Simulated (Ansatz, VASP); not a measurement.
Mo4C3 in VASP and in Ansatz

```
Mo C
1.0
     0.00000    4.39715    4.39715
     4.39715    0.00000    4.39715
     4.39715    4.39715    0.00000
Mo C
4 3
Direct
  0.12596 0.62213 0.12596
  0.12596 0.12596 0.12596
  0.62213 0.12596 0.12596
  0.12596 0.12596 0.62213
  0.25000 0.25000 0.25000
  0.50000 0.50000 0.50000
  0.00000 0.00000 0.00000
```

Alike in both runs: functional PBE; k mesh 8 × 8 × 8; occupations gaussian, width 0.1 eV; no spin polarisation.

Ansatz relaxed the structure, and its values are those at the end. VASP's run is a single point on that final structure, the one shown.

```csv
,VASP,Ansatz
version,VASP 6.6.1,Ansatz 0.2.0
potentials or method,"VASP PAW PBE potentials, release 64 (Mo_sv, C), cutoff 520 eV","scalar-relativistic, plane waves, PAW"
valence electrons in the cell,68,68
```

|  | VASP | Ansatz | Ansatz less VASP |
| --- | --- | --- | --- |
| gap on the k mesh at the Fermi level (eV) | none | none | - |
| pressure (GPa) | 0.1 | 0.0 | -0.06 |
| rms of the force components (eV/Å) | 0.001 | 0.003 | +0.0027 |

A gap of «none» marks a metal or a gap that the smearing closes. With one functional, cell and mesh, what is left measures potentials, basis and numerics.
